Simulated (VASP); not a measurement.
Input of a VASP 6.6.1 run:

INCAR

```
SYSTEM = SiAs3
PREC     = Accurate       ! precision mode
ENCUT    = 600            ! plane-wave cutoff, eV
EDIFF    = 1E-6           ! SCF threshold, eV
ISMEAR   = 0              ! smearing method
SIGMA    = 0.1            ! smearing width, eV
LREAL    = .False.        ! projectors in reciprocal space
LASPH    = .True.         ! aspherical terms in the spheres
NELM     = 60             ! most SCF steps
ALGO     = Normal         ! electronic algorithm
ISIF     = 3              ! what is computed and relaxed
LWAVE    = .False.        ! write WAVECAR
LCHARG   = .False.        ! write CHGCAR
GGA      = PE             ! functional
IBRION   = 2              ! ionic algorithm
NSW      = 100            ! ionic steps
EDIFFG   = -0.01          ! ionic threshold
```

The input KPOINTS:

```
regular mesh
0
Gamma
  6 6 6
  0 0 0
```

POSCAR

```
SiAs3
1.0
    3.7709061610      2.1771336871      3.2048544067
   -3.7709061610      2.1771336871      3.2048544067
    0.0000000000     -4.3542673743      3.2048544067
Si As
2 6
Direct
    0.2613596000      0.2613596000      0.2613596000
    0.7386404000      0.7386404000      0.7386404000
    0.7657655906      0.2667279077      0.7657655906
    0.7657655906      0.7657655906      0.2667279077
    0.2667279077      0.7657655906      0.7657655906
    0.2342344094      0.7332720923      0.2342344094
    0.7332720923      0.2342344094      0.2342344094
    0.2342344094      0.2342344094      0.7332720923
```

Potentials or basis: VASP PAW PBE potentials, release 64 (Si, As).

Launch:

```console
$ cat potpaw_PBE.64/Si/POTCAR potpaw_PBE.64/As/POTCAR > POTCAR
$ mpirun -np 1 vasp_std > vasp.out
```

Question: Estimate the relaxed cell.

Answer: a = 5.548 Å, b = 5.548 Å, c = 5.548 Å, α = 84.18°, β = 84.18°, γ = 84.18°.

Question: What does it give for the relaxed volume?

Answer: 21.04 Å³/atom.

Question: Estimate the space group after relaxing (to 0.1 Å).

Answer: R-3m (No. 166).

Question: Estimate the band gap on the k mesh.

Answer: Zero (bands 19 and 20 overlap by 1.59 eV).

Final structure:
```yaml
crystal:
  lattice:
    - [3.71914, 2.14724, 3.51311]
    - [-3.71914, 2.14724, 3.51311]
    - [0.00000, -4.29449, 3.51311]
  atoms:
    - { symbol: Si, position: [0.26989, 0.26989, 0.26989] }
    - { symbol: Si, position: [0.73011, 0.73011, 0.73011] }
    - { symbol: As, position: [0.77332, 0.27561, 0.77332] }
    - { symbol: As, position: [0.77332, 0.77332, 0.27561] }
    - { symbol: As, position: [0.27561, 0.77332, 0.77332] }
    - { symbol: As, position: [0.22668, 0.72439, 0.22668] }
    - { symbol: As, position: [0.72439, 0.22668, 0.22668] }
    - { symbol: As, position: [0.22668, 0.22668, 0.72439] }
```
